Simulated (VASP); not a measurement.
Set up this calculation in VASP 6.6.1, as the native input.

```
Task                               : single point
Functional                         : HSE06
Potentials or basis                : VASP PAW PBE potentials, release 64 (Li_sv, H)
Cutoff                             : 520 eV
k mesh                             : 8 × 8 × 8
Occupations                        : gaussian, width 0.01 eV
Spin                               : no spin polarisation
Dipole correction                  : no
Grid for exact exchange (PRECFOCK) : Normal
Further INCAR settings             : ALGO = Normal; EDIFF = 1e-07; NBANDS = 9
Screening parameter                : 0.2079 1/Å
```

LiH:

```
Li H
1.0
     0.00000    2.11937    1.96671
     2.11937    0.00000    1.96671
     2.11937    2.11937    0.00000
Li H
1 1
Direct
  0.00000 0.00000 0.00000
  0.50000 0.50000 0.50000
```

This cell differs from its parent crystal: epitaxial xy strain +5.8%.

These files were run (other wordings do the same):

POSCAR

```
LiH
1.0
    0.0000000000      2.1193688414      1.9667136018
    2.1193688414      0.0000000000      1.9667136018
    2.1193688414      2.1193688414      0.0000000000
Li H
1 1
Direct
    0.0000000000      0.0000000000      0.0000000000
    0.5000000000      0.5000000000      0.5000000000
```

INCAR.step1

```
PREC = Accurate
ENCUT = 520
EDIFF = 1E-5
ISMEAR = 0
SIGMA = 0.01
LREAL = False
LASPH = True
NELM = 60
ALGO = Normal
ISIF = 2
LWAVE = True
LCHARG = False
NBANDS = 9
GGA = PE
```

INCAR.step2

```
PREC = Accurate
ENCUT = 520
EDIFF = 1E-7
ISMEAR = 0
SIGMA = 0.01
LREAL = False
LASPH = True
NELM = 60
ALGO = Normal
ISIF = 2
LWAVE = False
LCHARG = False
GGA = PE
LHFCALC = True
HFSCREEN = 0.2079
PRECFOCK = Normal
NBANDS = 9
ISTART = 1
```

KPOINTS

```
Automatic mesh
0
Gamma
  8 8 8
```

Potentials or basis: VASP PAW PBE potentials, release 64 (Li_sv, H).

Run with:

```bash
$ cat potpaw_PBE.64/Li_sv/POTCAR potpaw_PBE.64/H/POTCAR > POTCAR
$ cp INCAR.step1 INCAR
$ mpirun -np 1 vasp_std > vasp.out
$ cp INCAR.step2 INCAR
$ mpirun -np 1 vasp_std > vasp.out
```

It gave:

```
Band gap on the k mesh : 3.32 eV, indirect (least direct gap 3.90 eV)
```

Caveat: the cell differs from its parent crystal (epitaxial xy strain +5.8%).

It took 14 min on 1 thread of Intel(R) Xeon(R) Platinum 8375C CPU @ 2.90GHz (Ice Lake) (shared host), peak memory 0.25 GiB.
